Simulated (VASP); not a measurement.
# AlN (P6_3mc) in VASP: settings compared, part 2 of 2

VASP 6.6.1. The steps go on from the part before.

## 3. Single point, PBEsol+D3(BJ)

INCAR

```
SYSTEM = AlN
ALGO = Normal ; EDIFF = 1E-6
ENCUT = 520 ; GGA = PS
ISIF = 2 ; ISMEAR = -1
IVDW = 12 ; LASPH = .TRUE.
LCHARG = .FALSE. ; LREAL = .FALSE.
LWAVE = .FALSE. ; NBANDS = 16
NELM = 100 ; PREC = Accurate
SIGMA = 0.05
```

KPOINTS

```
k-points
0
G
  10 10 6
  0 0 0
```

POSCAR

```
AlN
1.0
    3.1130000000      0.0000000000      0.0000000000
   -1.5565000000      2.6959370820      0.0000000000
    0.0000000000      0.0000000000      4.9810000000
Al N
2 2
Direct
    0.6666666667      0.3333333333      0.5000000000
    0.3333333333      0.6666666667      0.0000000000
    0.6666666667      0.3333333333      0.8800000000
    0.3333333333      0.6666666667      0.3800000000
```

Potentials or basis: VASP PAW PBE potentials, release 64 (Al, N).

Run with:

```
$ cat potpaw_PBE.64/Al/POTCAR potpaw_PBE.64/N/POTCAR > POTCAR
$ mpirun -np 1 vasp_std > vasp.out
```

OUTCAR:

```text
SYSTEM = AlN
   EDIFF = 1E-6
   ENCUT = 520
   GGA = PS
   ISIF = 2
   ISMEAR = -1
   IVDW = 12
   LASPH = .TRUE.
   LREAL = .FALSE.
   NELM = 100
   PREC = Accurate
 IVDW          = 12

 ion  position               nearest neighbor table
   1  0.667  0.333  0.500-   3 1.89   4 1.89   4 1.89   4 1.89   2 3.07   2 3.07   2 3.07   2 3.07
                             2 3.07   2 3.07
   2  0.333  0.667  0.000-   4 1.89   3 1.89   3 1.89   3 1.89   1 3.07   1 3.07   1 3.07   1 3.07
                             1 3.07   1 3.07
   3  0.667  0.333  0.880-   1 1.89   2 1.89   2 1.89   2 1.89
   4  0.333  0.667  0.380-   2 1.89   1 1.89   1 1.89   1 1.89

[... 663 lines left out ...]
  --------------------------------------------------------------------------------------
  -------------------------------------------------------------------------------------
  Total      -0.99708    -0.99708    -0.61191     0.00000     0.00000    -0.00000
  in kB     -38.21494   -38.21494   -23.45288     0.00000     0.00000    -0.00000
  external pressure =      -33.29 kB  Pullay stress =        0.00 kB

 VOLUME and BASIS-vectors are now :
 -----------------------------------------------------------------------------
  energy-cutoff  :      520.00
  volume of cell :       41.80
      direct lattice vectors                 reciprocal lattice vectors
     3.113000000  0.000000000  0.000000000     0.321233537  0.185464269  0.000000000
    -1.556500000  2.695937082  0.000000000     0.000000000  0.370928538  0.000000000
     0.000000000  0.000000000  4.981000000     0.000000000  0.000000000  0.200762899

 POSITION                                       TOTAL-FORCE (eV/Angst)
 -----------------------------------------------------------------------------------
      1.55650      0.89865      2.49050        -0.000000      0.000000     -0.132370
     -0.00000      1.79729      0.00000         0.000000      0.000000     -0.132370
      1.55650      0.89865      4.38328         0.000000      0.000000      0.132370
     -0.00000      1.79729      1.89278        -0.000000      0.000000      0.132370
 -----------------------------------------------------------------------------------
    total drift:                               -0.000000     -0.000000      0.000490

  FREE ENERGIE OF THE ION-ELECTRON SYSTEM (eV)
  ---------------------------------------------------
  free  energy   TOTEN  =       -32.2134761970 eV

  energy  without entropy=      -32.2134761970  energy(sigma->0) =      -32.21347620
```

OSZICAR:

```text
N       E                     dE             d eps       ncg     rms          rms(c)
DAV:   1     0.425342829570E+02    0.42534E+02   -0.73309E+03  1792   0.894E+02
DAV:   2    -0.321613204079E+02   -0.74696E+02   -0.68328E+02  2544   0.191E+02
DAV:   3    -0.357408470749E+02   -0.35795E+01   -0.35689E+01  2240   0.430E+01
DAV:   4    -0.357626137214E+02   -0.21767E-01   -0.21766E-01  2240   0.380E+00
DAV:   5    -0.357628907519E+02   -0.27703E-03   -0.27703E-03  2240   0.430E-01    0.117E+01
DAV:   6    -0.313633207953E+02    0.43996E+01   -0.95668E+00  2152   0.223E+01    0.418E+00
DAV:   7    -0.313484612154E+02    0.14860E-01   -0.61538E-01  1936   0.545E+00    0.289E+00
DAV:   8    -0.313156124097E+02    0.32849E-01   -0.72353E-02  1992   0.227E+00    0.597E-01
DAV:   9    -0.313107519203E+02    0.48605E-02   -0.12579E-02  2392   0.835E-01    0.250E-01
DAV:  10    -0.313111145006E+02   -0.36258E-03   -0.14215E-03  1912   0.245E-01    0.157E-01
DAV:  11    -0.313110393405E+02    0.75160E-04   -0.11953E-04  2120   0.802E-02    0.333E-02
DAV:  12    -0.313110383903E+02    0.95015E-06   -0.51483E-06  2032   0.194E-02
   1 F= -.32213476E+02 E0= -.32213476E+02  d E =-.339635E-10
```

Wall time 27 s (1 thread of Intel Xeon Platinum 8488C (Sapphire Rapids), shared host); peak memory 0.18 GiB.

Results:

```yaml
Free_energy: -32.2135 eV
Pressure: -3.3 GPa
Largest_force: 0.132 eV/Å
Band_gap_on_the_k_mesh: 4.15 eV, direct
Dispersion_energy_per_atom: -0.226 eV
```

Forces in eV/Å, atoms in the order of the input:
```
Al   0.000  0.000 -0.132
Al   0.000  0.000 -0.132
N    0.000  0.000  0.132
N    0.000  0.000  0.132
```

Caveat: three body term missing; the PAW data sets were made with another functional, which shifts forces and pressure a little. A k mesh can miss the band edges.

## 4. Relaxation of cell and atoms, PBEsol

INCAR

```
PREC = Accurate
ENCUT = 600
EDIFF = 1E-6
ISMEAR = -1
SIGMA = 0.05
LREAL = False
LASPH = True
NELM = 60
ALGO = Normal
ISIF = 3
LWAVE = False
LCHARG = False
GGA = PS
IBRION = 2
NSW = 60
EDIFFG = -0.01
```

KPOINTS

```
Automatic mesh
0
Gamma
  10 10 6
```

POSCAR is that of step 3.

Run with:

```
$ cat potpaw_PBE.64/Al/POTCAR potpaw_PBE.64/N/POTCAR > POTCAR
$ mpirun -np 1 vasp_std > vasp.out
```

It took 96 s on 1 thread of Intel Xeon Platinum 8488C (Sapphire Rapids), shared host; peak memory 0.19 GiB.

Results (log left out):

```
Free energy                            : -31.3157 eV
Relaxed volume                         : 10.45 Å³/atom
Relaxed cell                           : a = 3.113 Å, b = 3.113 Å, c = 4.981 Å, α = 90.00°, β = 90.00°, γ = 120.00°
Space group after relaxing (to 0.05 Å) : P6_3mc (No. 186)
Energy gained by relaxing              : 0.3 meV/atom
Ionic steps                            : 6
Pressure after relaxing                : 0.1 GPa
Band gap on the k mesh                 : 4.12 eV, direct
```

The path:
```csv
step,energy change (eV),largest force (eV/Å),pressure (GPa),volume (Å³)
1,0.0000,0.1321,0.04,41.80
2,-0.0003,0.0871,0.02,41.82
3,-0.0012,0.0143,0.05,41.81
4,-0.0013,0.0063,-0.05,41.83
5,-0.0013,0.0013,-0.12,41.84
6,-0.0013,0.0005,0.09,41.79
```

Final structure:
```
Al N
1.0
     3.11270    0.00000    0.00000
    -1.55635    2.69568    0.00000
     0.00000    0.00000    4.98090
Al N
2 2
Cartesian
  1.5564 0.8986 2.4854
  0.0000 1.7971 4.9759
  1.5564 0.8986 4.3882
  0.0000 1.7971 1.8978
```

Levels at points of the mesh, in eV from the valence-band top:
| k point | band 6 | band 7 | band 8 | band 9 | band 10 | band 11 |
| --- | --- | --- | --- | --- | --- | --- |
| (0.00, 0.00, 0.00) | -0.23 | -0.23 | 0.00 | 4.12 | 6.55 | 10.50 |
| (0.50, 0.00, 0.00) | -2.12 | -1.81 | -0.70 | 5.67 | 5.68 | 8.08 |
| (0.00, 0.00, 0.50) | -0.56 | -0.56 | -0.56 | 6.37 | 6.37 | 10.21 |
| (0.50, 0.00, 0.50) | -1.49 | -1.38 | -1.38 | 5.17 | 5.17 | 9.13 |

Caveat: the PAW data sets were made with another functional, which shifts forces and pressure a little.

## 5. Relaxation of cell and atoms, PBEsol+D3(BJ)

INCAR

```
SYSTEM = AlN
ALGO = Normal ; EDIFF = 1E-7
EDIFFG = -0.01 ; ENCUT = 600
GGA = PS ; IBRION = 2
ISIF = 3 ; ISMEAR = -1
IVDW = 12 ; LASPH = .TRUE.
LCHARG = .FALSE. ; LREAL = .FALSE.
LWAVE = .FALSE. ; NELM = 60
NSW = 60 ; PREC = Accurate
SIGMA = 0.05
```

KPOINTS

```
k-points
0
G
  10 10 6
  0 0 0
```

POSCAR is that of step 4.

Run with:

```
$ cat potpaw_PBE.64/Al/POTCAR potpaw_PBE.64/N/POTCAR > POTCAR
$ mpirun -np 1 vasp_std > vasp.out
```

It took 2.7 min on 1 thread of Intel Xeon Platinum 8488C (Sapphire Rapids), shared host; peak memory 0.2 GiB.

It converged, with:

```yaml
Free_energy: -32.2259 eV
Relaxed_volume: 10.27 Å³/atom
Relaxed_cell: a = 3.097 Å, b = 3.097 Å, c = 4.948 Å, α = 90.00°, β = 90.00°, γ = 120.00°
Space_group_after_relaxing_to_0.05_Å: P6_3mc (No. 186)
Energy_gained_by_relaxing: 2.3 meV/atom
Ionic_steps: 7
Pressure_after_relaxing: 0.0 GPa
Band_gap_on_the_k_mesh: 4.26 eV, direct
Dispersion_energy_per_atom: -0.230 eV
```

Step by step:
| step | energy change (eV) | largest force (eV/Å) | pressure (GPa) | volume (Å³) |
| --- | --- | --- | --- | --- |
| 1 | 0.0000 | 0.1324 | -3.42 | 41.80 |
| 2 | -0.0012 | 0.0854 | 3.36 | 40.47 |
| 3 | -0.0088 | 0.0226 | 0.00 | 41.10 |
| 4 | -0.0091 | 0.0203 | 0.03 | 41.09 |
| 5 | -0.0091 | 0.0184 | 0.07 | 41.08 |
| 6 | -0.0091 | 0.0191 | -0.06 | 41.10 |
| 7 | -0.0092 | 0.0003 | 0.01 | 41.09 |

Final structure:
```xyz
4
Lattice="3.0965 0.0000 0.0000 -1.5483 2.6817 0.0000 0.0000 0.0000 4.9481" Properties=species:S:1:pos:R:3 pbc="T T T"
Al    1.5483    0.8939    2.4681
Al    0.0000    1.7878    4.9421
N     1.5483    0.8939    4.3604
N     0.0000    1.7878    1.8863
```

Levels at points of the mesh, in eV from the valence-band top:
```tsv
k point	band 4	band 5	band 6	band 7	band 8	band 9	band 10	band 11	band 12
(0.00, 0.00, 0.00)	-0.91	-0.91	-0.25	-0.25	0.00	4.26	6.68	10.64	11.12
(0.50, 0.00, 0.00)	-4.25	-3.43	-2.16	-1.84	-0.72	5.71	5.71	8.21	10.27
(0.00, 0.00, 0.50)	-3.39	-0.59	-0.59	-0.59	-0.59	6.51	6.51	10.34	10.34
(0.50, 0.00, 0.50)	-5.74	-1.52	-1.52	-1.40	-1.40	5.23	5.23	9.22	9.22
```

Caveat: the PAW data sets were made with another functional, which shifts forces and pressure a little.

## 6. Summary

```csv
task,level,cell,cutoff (eV),gap on the mesh (eV),pressure (GPa),relaxed volume (Å³/atom)
single point,PBEsol,"a = 3.114, b = 3.114, c = 4.983 Å, angles 90.0, 90.0, 120.0°, 4 atoms",520,4.11,-0.1,-
single point,PBEsol+D3(BJ),"a = 3.113, b = 3.113, c = 4.981 Å, angles 90.0, 90.0, 120.0°, 4 atoms",520,4.15,-3.3,-
relaxation of cell and atoms,PBEsol,"relaxed from a = 3.113, b = 3.113, c = 4.981 Å, angles 90.0, 90.0, 120.0°, 4 atoms",600,4.12,0.1,10.45
relaxation of cell and atoms,PBEsol+D3(BJ),"relaxed from a = 3.113, b = 3.113, c = 4.981 Å, angles 90.0, 90.0, 120.0°, 4 atoms",600,4.26,0.0,10.27
```

Alike in all rows: potentials or basis VASP PAW PBE potentials, release 64 (Al, N); no spin polarisation; k mesh 10 × 10 × 6; smearing fermi-dirac 0.05 eV.

Caveats: the PAW data sets were made with another functional, which shifts forces and pressure a little; three body term missing (some runs).

Absolute energies hang on the potentials; compare differences alone.

## 7. Comparison with measurements

Step 2. Measured gap of AlN: 6.034 eV (an exciton energy, a little under the gap; 10 K; quoted in “Self-assembly of well-separated AlN nanowires directly on sputtered metallic TiN films”, 2019, arxiv:1910.07391). This calculation gives 4.11 eV (-1.92 eV). 2 values of this kind are on record (6.034 to 6.0343 eV); this one was drawn at random. The value is that of PBEsol on a finite k mesh, which can miss the band edges, without temperature or zero-point motion. Semilocal functionals fall short of measured gaps as a rule.
